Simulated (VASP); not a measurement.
ZrC: single point with PBE

The system is ZrC.

```
CELL_PARAMETERS angstrom
0.00000 2.35021 2.35021
2.35021 0.00000 2.35021
2.35021 2.35021 0.00000
ATOMIC_POSITIONS crystal
Zr 0.50000 0.50000 0.50000
C 0.00000 0.00000 0.00000
```

```yaml
Program: VASP 6.6.1
Task: single point
Functional: PBE
Potentials_or_basis: VASP PAW PBE potentials, release 64 (Zr_sv, C)
Cutoff: 520 eV
k_mesh: 11 × 11 × 11
Occupations: fermi-dirac, width 0.05 eV
Spin: no spin polarisation
```

The pressure is 1.5 GPa and the band gap on the k mesh is zero (bands 8 and 9 overlap by 1.30 eV).

Levels at points of the mesh, in eV from the Fermi level:
```tsv
k point	band 6	band 7	band 8	band 9	band 10	band 11
(0.00, 0.00, 0.00)	0.89	0.89	0.89	1.05	1.05	1.05
```

Run time: 33 s on 1 thread of Intel(R) Xeon(R) Platinum 8259CL CPU @ 2.50GHz (Skylake/Cascade Lake), with other jobs on the host, peak memory 0.17 GiB.
